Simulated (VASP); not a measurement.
Input of a VASP 6.6.1 run:

INCAR

```
PREC     = Accurate       # precision mode
ENCUT    = 520            # plane-wave cutoff, eV
EDIFF    = 1E-6           # SCF threshold, eV
ISMEAR   = -1             # smearing method
SIGMA    = 0.05           # smearing width, eV
LREAL    = F              # projectors in reciprocal space
LASPH    = T              # aspherical terms in the spheres
NELM     = 100            # most SCF steps
ALGO     = Normal         # electronic algorithm
ISIF     = 2              # what is computed and relaxed
LWAVE    = F              # write WAVECAR
LCHARG   = T              # write CHGCAR
GGA      = PE             # functional
LELF     = T              # ELF
LVHAR    = T            
NBANDS   = 15             # bands
```

The input KPOINTS:

```
Automatic mesh
0
Gamma
  15 15 9
```

Contents of POSCAR:

```
Os
1.0
    2.6782863558      0.0000000000      0.0000000000
   -1.3391431780      2.3194640228      0.0000000000
    0.0000000000      0.0000000000      4.2315181138
Os
2
Direct
    0.3333333333      0.6666666667      0.2500000000
    0.6666666667      0.3333333333      0.7500000000
```

Potentials or basis: VASP PAW PBE potentials, release 64 (Os).

Command:

```console
$ cat potpaw_PBE.64/Os/POTCAR > POTCAR
$ mpirun -np 1 vasp_std > vasp.out
```

Question: Predict the pressure.

Answer: 40.9 GPa.

Question: Predict the band gap on the k mesh.

Answer: Zero (bands 8 and 9 overlap by 4.22 eV).

Stress tensor (GPa, compression positive):
```
39.89  0.00  0.00
 0.00 39.89  0.00
 0.00  0.00 42.80
```

Caveat: the cell stands under pressure; spin-orbit coupling is left out, which moves the levels of the heavy elements.
